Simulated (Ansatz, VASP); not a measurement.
## Ru in VASP and in Ansatz

```
Ru
1.0
     2.68771    0.00000    0.00000
    -1.34386    2.32763    0.00000
     0.00000    0.00000    4.25471
Ru
2
Direct
  0.33333 0.66667 0.25000
  0.66667 0.33333 0.75000
```

Alike in both runs: functional PBEsol; k mesh 12 × 12 × 6; occupations gaussian, width 0.1 eV; no spin polarisation.

Ansatz relaxed the structure, and its values are those at the end. VASP's run is a single point on that final structure, the one shown.

|  | VASP | Ansatz |
| --- | --- | --- |
| version | VASP 6.6.1 | Ansatz 0.2.0 |
| potentials or method | VASP PAW PBE potentials, release 64 (Ru_pv), cutoff 520 eV | scalar-relativistic, plane waves, PAW |
| valence electrons in the cell | 28 | 32 |

|  | VASP | Ansatz | Ansatz less VASP |
| --- | --- | --- | --- |
| gap on the k mesh at the Fermi level (eV) | none | none | - |
| pressure (GPa) | 0.1 | 0.1 | +0.02 |

VASP's potentials were made for PBE, not for PBEsol. A gap of «none» marks a metal or a gap that the smearing closes. VASP's potentials hold 28 valence electrons a cell and Ansatz's 32, so a difference there can come from the potentials and not from the codes.
